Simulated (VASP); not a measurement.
# Yb (P6_3/mmc) in VASP: notebook

Yb is run at these levels: PBEsol, PBE; tasks: single point.

Everything below comes from runs of VASP 6.6.1. Logs are shortened: lines on timing, memory, paths and dates and some standing lists are left out, and cuts for length are marked.

## Step 1: The cell of the first run

Symmetry: P6_3/mmc, No. 194, hexagonal system. Conventional cell: a = 3.880 Å, b = 3.880 Å, c = 6.386 Å, α = 90.00°, β = 90.00°, γ = 120.00°. Yb (site symmetry -6m2) has 12 Yb at 3.88 to 3.90 Å within 5.1 Å.

This isn't the form of Yb at room conditions, which is fcc.

## Step 2: Single point, PBEsol

INCAR reads:

```
SYSTEM = Yb
PREC = Accurate
ENCUT = 520
EDIFF = 1E-7
ISMEAR = -1
SIGMA = 0.03
LREAL = .False.
LASPH = .True.
NELM = 60
ALGO = Normal
ISIF = 2
LWAVE = .False.
LCHARG = .True.
GGA = PS
LELF = .True.
LVHAR = .True.
NBANDS = 31
```

KPOINTS reads:

```
regular mesh
0
Gamma
  11 11 6
  0 0 0
```

POSCAR reads:

```
Yb
1.0
    3.8798991495      0.0000000000      0.0000000000
   -1.9399495748      3.3600912276      0.0000000000
    0.0000000000      0.0000000000      6.3859000000
Yb
2
Direct
    0.3333333333      0.6666666667      0.2500000000
    0.6666666667      0.3333333333      0.7500000000
```

Potentials or basis: VASP PAW PBE potentials, release 64 (Yb).

Run with:

```console
$ cat potpaw_PBE.64/Yb/POTCAR > POTCAR
$ mpirun -np 1 vasp_std > vasp.out
```

OUTCAR:

```text
SYSTEM = Yb
   PREC = Accurate
   ENCUT = 520
   EDIFF = 1E-7
   ISMEAR = -1
   LREAL = .False.
   LASPH = .True.
   NELM = 60
   ISIF = 2
   GGA = PS

 ion  position               nearest neighbor table
   1  0.333  0.667  0.250-
   2  0.667  0.333  0.750-

  LATTYP: Found a hexagonal cell.
 ALAT       =     3.8798991495
 C/A-ratio  =     1.6458932962

  Lattice vectors:

 A1 = (   3.8798991495,   0.0000000000,   0.0000000000)
 A2 = (  -1.9399495748,   3.3600912276,   0.0000000000)
 A3 = (   0.0000000000,   0.0000000000,   6.3859000000)

Analysis of symmetry for initial positions (statically):
=====================================================================
 Subroutine PRICEL returns:
 Original cell was already a primitive cell.

 Routine SETGRP: Setting up the symmetry group for a
 hexagonal supercell.

 Subroutine GETGRP returns: Found 24 space group operations
 (whereof 12 operations were pure point group operations)
 out of a pool of 24 trial point group operations.

The static configuration has the point symmetry D_3d.
 The point group associated with its full space group is D_6h.

Analysis of symmetry for dynamics (positions and initial velocities):
=====================================================================
 Subroutine PRICEL returns:
 Original cell was already a primitive cell.

 Routine SETGRP: Setting up the symmetry group for a
 hexagonal supercell.

 Subroutine GETGRP returns: Found 24 space group operations
 (whereof 12 operations were pure point group operations)
 out of a pool of 24 trial point group operations.

The dynamic configuration has the point symmetry D_3d.
 The point group associated with its full space group is D_6h.

 Subroutine INISYM returns: Found 24 space group operations
 (whereof 12 operations are pure point group operations),
 and found     1 'primitive' translations

----------------------------------------------------------------------------------------

                                     Primitive cell

  volume of cell :      83.2518

  direct lattice vectors                    reciprocal lattice vectors
     3.879899149  0.000000000  0.000000000     0.257738658  0.148805484  0.000000000
    -1.939949575  3.360091228  0.000000000     0.000000000  0.297610967  0.000000000
     0.000000000  0.000000000  6.385900000     0.000000000  0.000000000  0.156594998

  length of vectors
     3.879899149  3.879899150  6.385900000     0.297610967  0.297610967  0.156594998

  position of ions in fractional coordinates (direct lattice)
     0.333333333  0.666666667  0.250000000
     0.666666667  0.333333333  0.750000000

  ion indices of the primitive-cell ions
   primitive index   ion index
                 1           1
                 2           2

----------------------------------------------------------------------------------------

 KPOINTS: regular mesh

Automatic generation of k-mesh.
 Grid dimensions read from file:
 generate k-points for:   11   11    6

 Generating k-lattice:

  Cartesian coordinates                     Fractional coordinates (reciprocal lattice)
     0.023430787  0.013527771  0.000000000     0.090909091  0.000000000  0.000000000
     0.000000000  0.027055542  0.000000000     0.000000000  0.090909091  0.000000000
     0.000000000  0.000000000  0.026099166     0.000000000  0.000000000  0.166666667

  Length of vectors
     0.027055542  0.027055542  0.026099166

  Shift w.r.t. Gamma in fractional coordinates (k-lattice)
     0.000000000  0.000000000  0.000000000

 Subroutine IBZKPT returns following result:
 ===========================================

 Found     64 irreducible k-points:

 Following reciprocal coordinates:
            Coordinates               Weight
  0.000000  0.000000  0.000000      1.000000
  0.090909  0.000000  0.000000      6.000000
  0.181818  0.000000  0.000000      6.000000
  0.272727  0.000000  0.000000      6.000000
  0.363636  0.000000  0.000000      6.000000
  0.454545  0.000000  0.000000      6.000000
[... 16 lines left out ...]
  0.090909  0.090909  0.166667     12.000000
  0.181818  0.090909  0.166667     24.000000
 [... further k-points ...]
   k-points           NKPTS =     64   k-points in BZ     NKDIM =     64   number of bands    NBANDS=     31
   number of dos      NEDOS =    301   number of ions     NIONS =      2
   total plane-waves  NPLWV =  43200
   dimension x,y,z NGX =    30 NGY =   30 NGZ =   48
   dimension x,y,z NGXF=    60 NGYF=   60 NGZF=   96
   ions per type =               2
   NGX,Y,Z   is equivalent  to a cutoff of  12.85, 12.85, 12.50 a.u.
   NGXF,Y,Z  is equivalent  to a cutoff of  25.71, 25.71, 24.99 a.u.
 SYSTEM =  Yb
   PREC   = accura    normal or accurate (medium, high low for compatibility)
   ISTART =      0    job   : 0-new  1-cont  2-samecut
   ICHARG =      2    charge: 1-file 2-atom 10-const
   ISPIN  =      1    spin polarized calculation?
   LNONCOLLINEAR =      F non collinear calculations
   LSORBIT =      F    spin-orbit coupling
   LASPH  =      T    aspherical Exc in radial PAW
   ENCUT  =  520.0 eV  38.22 Ry    6.18 a.u.   7.21  7.21 11.87*2*pi/ulx,y,z
   NELM   =     60;   NELMIN=  2; NELMDL= -5     # of ELM steps
   EDIFF  = 0.1E-06   stopping-criterion for ELM
   LREAL  =      F    real-space projection
   EDIFFG = 0.1E-05   stopping-criterion for IOM
   NSW    =      0    number of steps for IOM
   IBRION =     -1    ionic relax: 0-MD 1-quasi-New 2-CG
   NFREE  =      0    steps in history (QN), initial steepest desc. (CG)
   ISIF   =      2    stress and relaxation
   ISYM   =      2    0-nonsym 1-usesym 2-fastsym
   POTIM  = 0.5000    time-step for ionic-motion
   TEBEG  =    0.0;   TEEND  =   0.0 temperature during run
   PSTRESS=    0.0 pullay stress
   NELECT =      48.0000    total number of electrons
   NUPDOWN=      -1.0000    fix difference up-down
   EMIN   =  10.00;   EMAX   =-10.00  energy-range for DOS
   EFERMI =   0.00;   METHOD = LEGACY
   ISMEAR =    -1;   SIGMA  =   0.03  broadening in eV -4-tet -1-fermi 0-gaus
   EFERMI_NEDOS =   21; number of points for ismear=-14 and -15
   IALGO  =     38    algorithm
   IMIX   =      4    mixing-type and parameters
     AMIX     =   0.40;   BMIX     =  1.00
     AMIX_MAG =   1.60;   BMIX_MAG =  1.00
  volume/ion in A,a.u.               =      41.63       280.91
  Fermi-wavevector in a.u.,A,eV,Ry     =   1.362565  2.574875 25.260367  1.856585
  Thomas-Fermi vector in A             =   2.489044
   LORBIT       =      0    0 simple, 1 ext, 2 COOP (PROOUT), +10 PAW based schemes
   GGA     = PS    functional components
   LHFCALC =     F    Hartree Fock is set to
   AEXX    =    0.0000 exact exchange contribution
   IVDW    =     0    specifies the selected vdW correction
   LEPSILON=     F    determine dielectric tensor
   LRPA    =     F    only Hartree local field effects (RPA)
 non-spin polarized calculation
  energy-cutoff  :      520.00
  volume of cell :       83.25
 maximum number of plane-waves:      2256
 NGX is ok and might be reduce to    30
   NGX = 15   NGY = 15   NGZ = 23

 number of electron      48.0000033 magnetization

 Free energy of the ion-electron system (eV)
  ---------------------------------------------------
  ext. energy  EPLUGINS =         0.00000000
  ---------------------------------------------------
  free energy    TOTEN  =        -7.58836162 eV

  energy without entropy =       -7.58041559  energy(sigma->0) =       -7.58438861

 E-fermi :   1.0301     XC(G=0):  -8.9298

 val. band max:        1.0244300693   @ k =   0.1818   0.0909   0.0000
 cond. band min:       1.0384372428   @ k =   0.1818   0.1818   0.0000
 fundamental gap:      0.0140071735
 Fermi energy:         1.0301018165

 k-point     1 :       0.0000    0.0000    0.0000
  band No.  band energies     occupation
      1     -50.8070      2.00000
      2     -50.7993      2.00000
      3     -23.2677      2.00000
      4     -23.0921      2.00000
      5     -23.0921      2.00000
      6     -23.0676      2.00000
[... 23 lines left out ...]
     30       4.1931      0.00000
     31       4.8685      0.00000

 k-point     2 :       0.0909    0.0000    0.0000
  band No.  band energies     occupation
      1     -50.8065      2.00000
      2     -50.7990      2.00000
      3     -23.2624      2.00000
      4     -23.1048      2.00000
      5     -23.0961      2.00000
      6     -23.0777      2.00000
[... 23 lines left out ...]
     30       4.3387      0.00000
     31       4.6000      0.00000

 k-point     3 :       0.1818    0.0000    0.0000
  band No.  band energies     occupation
      1     -50.8049      2.00000
      2     -50.7982      2.00000
      3     -23.2475      2.00000
      4     -23.1389      2.00000
      5     -23.1125      2.00000
      6     -23.1065      2.00000
[... 23 lines left out ...]
     30       4.3042      0.00000
     31       4.3628      0.00000

 k-point     4 :       0.2727    0.0000    0.0000
  band No.  band energies     occupation
      1     -50.8027      2.00000
      2     -50.7973      2.00000
      3     -23.2256      2.00000
      4     -23.1838      2.00000
      5     -23.1569      2.00000
      6     -23.1198      2.00000
[... 23 lines left out ...]
     30       4.7854      0.00000
     31       4.9128      0.00000

 k-point     5 :       0.3636    0.0000    0.0000
  band No.  band energies     occupation
      1     -50.8005      2.00000
      2     -50.7966      2.00000
      3     -23.2251      2.00000
      4     -23.2013      2.00000
      5     -23.1968      2.00000
      6     -23.1318      2.00000
[... 23 lines left out ...]
     30       5.3386      0.00000
     31       5.7681      0.00000
[... 542 lines left out ...]
     30       5.3024      0.00000
     31       5.5970      0.00000

 k-point    22 :       0.4545    0.0000    0.1667
  band No.  band energies     occupation
      1     -50.7989      2.00000
      2     -50.7965      2.00000
      3     -23.2564      2.00000
      4     -23.2285      2.00000
      5     -23.1687      2.00000
      6     -23.1358      2.00000
[... 23 lines left out ...]
     30       5.8311      0.00000
     31       6.1290      0.00000

 k-point    23 :       0.0909    0.0909    0.1667
  band No.  band energies     occupation
      1     -50.8049      2.00000
      2     -50.7989      2.00000
      3     -23.2420      2.00000
      4     -23.1227      2.00000
      5     -23.1142      2.00000
      6     -23.0988      2.00000
[... 23 lines left out ...]
     30       4.3644      0.00000
     31       4.7525      0.00000

 k-point    24 :       0.1818    0.0909    0.1667
  band No.  band energies     occupation
      1     -50.8031      2.00000
      2     -50.7980      2.00000
      3     -23.2289      2.00000
      4     -23.1573      2.00000
      5     -23.1493      2.00000
      6     -23.1130      2.00000
[... 23 lines left out ...]
     30       4.5621      0.00000
     31       4.8682      0.00000

 [... further k-points ...]
[... 5 lines left out ...]
  --------------------------------------------------------------------------------------
  -------------------------------------------------------------------------------------
  Total       -1.7506767     -1.7506767     -1.7649987      0.0000000      0.0000000      0.0000000
  in kB      -33.6916989    -33.6916989    -33.9673262      0.0000000      0.0000000      0.0000000
  external PRESSURE =     -33.7835746 kB  Pullay stress =       0.0000000 kB

 VOLUME and BASIS-vectors are now :
 -----------------------------------------------------------------------------
  energy-cutoff  :      520.00
  volume of cell :       83.25
      direct lattice vectors                 reciprocal lattice vectors
     3.879899149  0.000000000  0.000000000     0.257738658  0.148805484  0.000000000
    -1.939949575  3.360091228  0.000000000     0.000000000  0.297610967  0.000000000
     0.000000000  0.000000000  6.385900000     0.000000000  0.000000000  0.156594998

 POSITION                                       TOTAL-FORCE (eV/Angst)
 -----------------------------------------------------------------------------------
     -0.00000      2.24006      1.59648        -0.000000      0.000000      0.000000
      1.93995      1.12003      4.78943         0.000000     -0.000000     -0.000000
 -----------------------------------------------------------------------------------
    total drift:                               -0.000000      0.000000     -0.000000

  FREE ENERGIE OF THE ION-ELECTRON SYSTEM (eV)
  ---------------------------------------------------
  free  energy   TOTEN  =        -7.5883616235 eV

  energy  without entropy=       -7.5804155891  energy(sigma->0) =       -7.58438861
```

It took 4.6 min on 1 thread of Intel Xeon 6975P-C (Granite Rapids), shared host; peak memory 0.29 GiB.

Results:

| Quantity | Value |
| --- | --- |
| Free energy | -7.5884 eV |
| Pressure | -3.4 GPa |
| Band gap on the k mesh | zero (bands 24 and 25 overlap by 0.12 eV) |

Levels at points of the mesh, in eV from the Fermi level:
```
           k point  band 20  band 21  band 22  band 23  band 24  band 25  band 26  band 27  band 28  band 29
(0.00, 0.00, 0.00)    -0.30    -0.27    -0.27    -0.25    -0.25     0.09     2.61     2.67     2.67     3.16
(0.00, 0.00, 0.50)    -0.27    -0.27    -0.27    -0.25    -0.25     1.44     1.44     2.66     2.66     2.66
```

Caveat: the cell stands under tension; the PAW data sets were made with another functional, which shifts forces and pressure a little; spin-orbit coupling is left out, which moves the levels of the heavy elements. Spin polarisation is off, so any magnetic state and its effect on volume and gap are missing.

## Step 3: Single point, PBE

INCAR reads:

```
SYSTEM = Yb
PREC     = Accurate       ! precision mode
ENCUT    = 520            ! plane-wave cutoff, eV
EDIFF    = 1E-6           ! SCF threshold, eV
ISMEAR   = -1             ! smearing method
SIGMA    = 0.03           ! smearing width, eV
LREAL    = .False.        ! projectors in reciprocal space
LASPH    = .True.         ! aspherical terms in the spheres
NELM     = 100            ! most SCF steps
ALGO     = Normal         ! electronic algorithm
ISIF     = 2              ! what is computed and relaxed
LWAVE    = .False.        ! write WAVECAR
LCHARG   = .False.        ! write CHGCAR
GGA      = PE             ! functional
NBANDS   = 31             ! bands
```

KPOINTS is that of step 2.

POSCAR is that of step 2.

Potentials or basis: VASP PAW PBE potentials, release 64 (Yb).

Run with:

```console
$ cat potpaw_PBE.64/Yb/POTCAR > POTCAR
$ mpirun -np 1 vasp_std > vasp.out
```

Wall time 4.1 min (1 thread of Intel Xeon 6975P-C (Granite Rapids), shared host); peak memory 0.3 GiB.

The run converged. Its results:

| Item | Value |
| --- | --- |
| Free energy | -7.0244 eV |
| Pressure | -0.4 GPa |
| Band gap on the k mesh | zero (bands 24 and 25 overlap by 0.12 eV) |

Stress tensor (GPa, compression positive):
```
-0.32  0.00  0.00
 0.00 -0.32  0.00
 0.00  0.00 -0.68
```

Levels at points of the mesh, in eV from the Fermi level:
```csv
k point,band 20,band 21,band 22,band 23,band 24,band 25,band 26,band 27,band 28,band 29
"(0.00, 0.00, 0.00)",-0.30,-0.28,-0.28,-0.25,-0.25,0.09,2.64,2.69,2.69,3.19
"(0.00, 0.00, 0.50)",-0.27,-0.27,-0.27,-0.25,-0.25,1.45,1.45,2.69,2.69,2.69
```

Caveat: spin-orbit coupling is left out, which moves the levels of the heavy elements.

## Step 4: Single point, PBE (40.79 Å³/atom)

This run uses another cell than the first one, of 40.79 Å³/atom.

INCAR reads:

```
SYSTEM = Yb
ALGO = Normal ; EDIFF = 1E-7
ENCUT = 520 ; GGA = PE
ISIF = 2 ; ISMEAR = -1
LASPH = .TRUE. ; LCHARG = .FALSE.
LREAL = .FALSE. ; LWAVE = .FALSE.
NBANDS = 31 ; NELM = 80
PREC = Accurate ; SIGMA = 0.03
```

KPOINTS reads:

```
k-points
0
G
  11 11 6
  0 0 0
```

POSCAR reads:

```
Yb
1.0
    3.8538587733      0.0000000000      0.0000000000
   -1.9269293867      3.3375396003      0.0000000000
    0.0000000000      0.0000000000      6.3430403194
Yb
2
Direct
    0.3333333333      0.6666666667      0.2500000000
    0.6666666667      0.3333333333      0.7500000000
```

Run with:

```console
$ cat potpaw_PBE.64/Yb/POTCAR > POTCAR
$ mpirun -np 1 vasp_std > vasp.out
```

Run time: 35 min. Hardware: 1 thread of Intel Xeon 8259CL, shared host; peak memory 0.3 GiB.

The run converged. Its results:

| Quantity | Value |
| --- | --- |
| Free energy | -7.0479 eV |
| Pressure | -2.3 GPa |
| Band gap on the k mesh | zero (bands 24 and 25 overlap by 0.11 eV) |

Levels at points of the mesh, in eV from the Fermi level:
```csv
k point,band 20,band 21,band 22,band 23,band 24,band 25,band 26,band 27,band 28,band 29
"(0.00, 0.00, 0.00)",-0.31,-0.28,-0.28,-0.26,-0.26,0.11,2.66,2.71,2.71,3.22
"(0.00, 0.00, 0.50)",-0.27,-0.27,-0.27,-0.26,-0.26,1.46,1.46,2.71,2.71,2.71
```

Caveat: spin-orbit coupling is left out, which moves the levels of the heavy elements. Spin polarisation is off, so any magnetic state and its effect on volume and gap are missing.

## Step 5: Overview

| level | cell | gap on the mesh (eV) | pressure (GPa) |
| --- | --- | --- | --- |
| PBEsol | a = 3.880, b = 3.880, c = 6.386 Å, angles 90.0, 90.0, 120.0°, 2 atoms | none | -3.4 |
| PBE | a = 3.880, b = 3.880, c = 6.386 Å, angles 90.0, 90.0, 120.0°, 2 atoms | none | -0.4 |
| PBE | a = 3.854, b = 3.854, c = 6.343 Å, angles 90.0, 90.0, 120.0°, 2 atoms | none | -2.3 |

Alike in all rows: task single point; potentials or basis VASP PAW PBE potentials, release 64 (Yb); no spin polarisation; k mesh 11 × 11 × 6; cutoff (eV) 520; smearing fermi-dirac 0.03 eV.

Caveats: spin-orbit coupling is left out, which moves the levels of the heavy elements; the cell stands under tension (at least some runs); the PAW data sets were made with another functional, which shifts forces and pressure a little (at least some runs).

Total energies depend on the potentials used, so only differences within one code and one set of settings carry meaning.
